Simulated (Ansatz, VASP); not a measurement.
**Two plane-wave programs on AlN**

```
Al N
1.0
    -0.16661    2.03329    2.03329
     2.03329   -0.16661    2.03329
     2.03329    2.03329   -0.16661
Al N
1 1
Direct
  0.50000 0.50000 0.50000
  0.00000 0.00000 0.00000
```

Alike in both runs: task single point; functional PBE; k mesh 10 × 10 × 10; occupations gaussian, width 0.05 eV; no spin polarisation.

```csv
,VASP,Ansatz
version,VASP 6.6.1,Ansatz 0.2.0
potentials or method,"VASP PAW PBE potentials, release 64 (Al, N), cutoff 520 eV","scalar-relativistic, plane waves, PAW"
valence electrons in the cell,8,8
```

|  | VASP | Ansatz | Ansatz less VASP |
| --- | --- | --- | --- |
| gap on the k mesh at the Fermi level (eV) | 1.98 | 1.99 | +0.012 |
| least direct gap on the mesh (eV) | 2.65 | 2.64 | -0.003 |
| pressure (GPa) | -21.7 | -21.6 | +0.14 |
| traceless stress, the component that is largest in VASP (GPa) | 17.87 | 17.85 | -0.014 |

With one functional, cell and mesh, what is left measures potentials, basis and numerics.
